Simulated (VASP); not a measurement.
# Mg16O16F (a cell with a defect): single point with PBE

Mg16O16F (a cell with a defect):

```
Mg O F
1.0
    -4.25438    4.25438    4.25438
     4.25438   -4.25438    4.25438
     4.25438    4.25438   -4.25438
Mg O F
16 16 1
Direct
  0.98035 0.98050 0.00220
  0.00613 0.24321 0.75009
  0.99750 0.49765 0.49581
  0.01290 0.75952 0.27318
  0.24319 0.00618 0.75012
  0.26402 0.26418 0.49513
  0.23656 0.48746 0.22478
  0.25056 0.75071 0.00194
  0.49741 0.99757 0.49581
  0.48722 0.23701 0.22499
  0.52094 0.52109 0.00221
  0.47473 0.77097 0.74644
  0.75920 0.01338 0.27334
  0.75048 0.25064 0.00194
  0.77123 0.47449 0.74646
  0.73020 0.73036 0.49514
  0.01085 0.01092 0.52250
  0.99451 0.25460 0.24912
  0.00170 0.49536 0.99781
  0.00010 0.74244 0.74884
  0.25433 0.99474 0.24911
  0.23928 0.23937 0.97938
  0.24800 0.50572 0.74884
  0.24577 0.75322 0.49974
  0.49523 0.00196 0.99793
  0.50566 0.24802 0.74884
  0.45241 0.45279 0.40598
  0.49376 0.75385 0.24913
  0.74238 0.00012 0.74884
  0.75309 0.24605 0.49989
  0.75361 0.49402 0.24912
  0.79997 0.80029 0.10105
  0.62731 0.62692 0.75483
```

| Property | Result |
| --- | --- |
| Program | VASP 6.6.1 |
| Task | single point |
| Functional | PBE |
| Potentials or basis | VASP PAW PBE potentials, release 64 (Mg, O, F) |
| Cutoff | 520 eV |
| k mesh | 2 × 2 × 2, shifted |
| Occupations | fermi-dirac, width 0.01 eV |
| Spin | no spin polarisation |
| Dipole correction | no |
| Charge | -1 |
| Further INCAR settings | LREAL = Auto; ALGO = Normal; EDIFF = 1e-07; NBANDS = 90; NELECT = 136.0 |

* Largest force: 0.077 eV/Å

Forces in eV/Å, atoms in the order of the input:
```
Mg  -0.006 -0.004  0.007
Mg  -0.013  0.011  0.000
Mg   0.003 -0.001  0.006
Mg   0.031  0.035  0.000
Mg   0.007 -0.012  0.000
Mg   0.010  0.012  0.012
Mg  -0.001  0.008  0.000
Mg   0.000 -0.003  0.003
Mg   0.002 -0.001 -0.004
Mg  -0.017 -0.005 -0.001
Mg  -0.005 -0.003 -0.008
Mg   0.018  0.028 -0.001
Mg  -0.008  0.033  0.000
Mg   0.000 -0.002 -0.002
Mg   0.048  0.004 -0.001
Mg   0.011  0.012 -0.013
O   -0.024 -0.033 -0.001
O    0.004 -0.009 -0.008
O   -0.008  0.010  0.000
O   -0.006  0.013  0.005
O   -0.011  0.007 -0.004
O    0.013  0.007 -0.001
O    0.013 -0.007  0.000
O   -0.010  0.013 -0.001
O   -0.011 -0.005 -0.001
O   -0.007  0.013 -0.004
O    0.030  0.013 -0.001
O    0.004 -0.011  0.009
O    0.013 -0.006  0.001
O   -0.013 -0.009  0.000
O   -0.012  0.005  0.006
O   -0.033 -0.069 -0.001
F   -0.023 -0.043  0.001
```

Levels at points of the mesh, in eV from the Fermi level:
| k point | band 66 | band 67 | band 68 | band 69 | band 70 | band 71 |
| --- | --- | --- | --- | --- | --- | --- |
| (0.25, 0.25, 0.25) | -2.20 | -1.87 | -0.32 | 4.34 | 4.45 | 4.66 |

Wall time 3.1 min on 1 thread of Intel(R) Xeon(R) 6975P-C (Granite Rapids), with other jobs on the host, peak memory 0.45 GiB.

Caveat: the cell carries a net charge on a neutralising background, which shifts energy and pressure; the cell is charged against a uniform background, so pressure and absolute levels hang on convention.
